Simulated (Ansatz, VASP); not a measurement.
## WF3 in VASP and in Ansatz

```xyz
8
Lattice="2.3056 -3.9933 -0.0168 2.3056 3.9933 -0.0168 -1.5417 0.0000 6.1650" Properties=species:S:1:pos:R:3 pbc="T T T"
W     2.3056    2.6623   -0.0168
W     2.3056   -2.6623   -0.0168
F     2.2708    0.0000    4.7554
F     0.7986    0.0000    1.3761
F     3.0746    1.3142    1.3605
F    -0.0052    1.3142    4.7710
F    -0.0052   -1.3142    4.7710
F     3.0746   -1.3142    1.3605
```

Alike in both runs: functional PBE; k mesh 10 × 10 × 6; no spin polarisation.

Ansatz relaxed the structure, and its values are those at the end. VASP's run is a single point on that final structure, the one shown.

```csv
,VASP,Ansatz
version,VASP 6.6.1,Ansatz 0.2.0
potentials or method,"VASP PAW PBE potentials, release 64 (W_sv, F), cutoff 520 eV","scalar-relativistic, plane waves, PAW"
occupations,"gaussian, width 0.01 eV",fixed
valence electrons in the cell,70,70
```

```tsv
	VASP	Ansatz	Ansatz less VASP
gap on the k mesh at the Fermi level (eV)	0.52	0.52	-0.002
least direct gap on the mesh (eV)	0.52	0.52	-0.002
pressure (GPa)	1.3	0.0	-1.29
rms of the force components (eV/Å)	0.098	0.000	-0.0976
```

Neither program's run includes spin-orbit coupling.
